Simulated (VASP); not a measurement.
Here is a VASP 6.6.1 calculation.

The input INCAR:

```
PREC = Accurate
ENCUT = 520
EDIFF = 1E-8
ISMEAR = -1
SIGMA = 0.03
LREAL = F
LASPH = T
NELM = 80
ALGO = Normal
ISIF = 2
LWAVE = F
LCHARG = F
GGA = CA
LEFG = T
NBANDS = 14
```

Contents of KPOINTS:

```
regular mesh
0
Gamma
  10 10 10
```

POSCAR

```
HfN
1.0
    0.0000000000      2.2665050385      2.2665050385
    2.2665050385      0.0000000000      2.2665050385
    2.2665050385      2.2665050385      0.0000000000
Hf N
1 1
Direct
    0.0000000000      0.0000000000      0.0000000000
    0.5000000000      0.5000000000      0.5000000000
```

Potentials or basis: VASP PAW LDA potentials, release 64 (Hf_pv, N).

Command:

```sh
$ cat potpaw_LDA.64/Hf_pv/POTCAR potpaw_LDA.64/N/POTCAR > POTCAR
$ mpirun -np 1 vasp_std > vasp.out
```

Task: What does it give for the pressure?

Result: -13.1 GPa.

Caveat: without QUAD_EFG the Cq values of the log hold for a quadrupole moment of 1 mb, not for the nuclei.
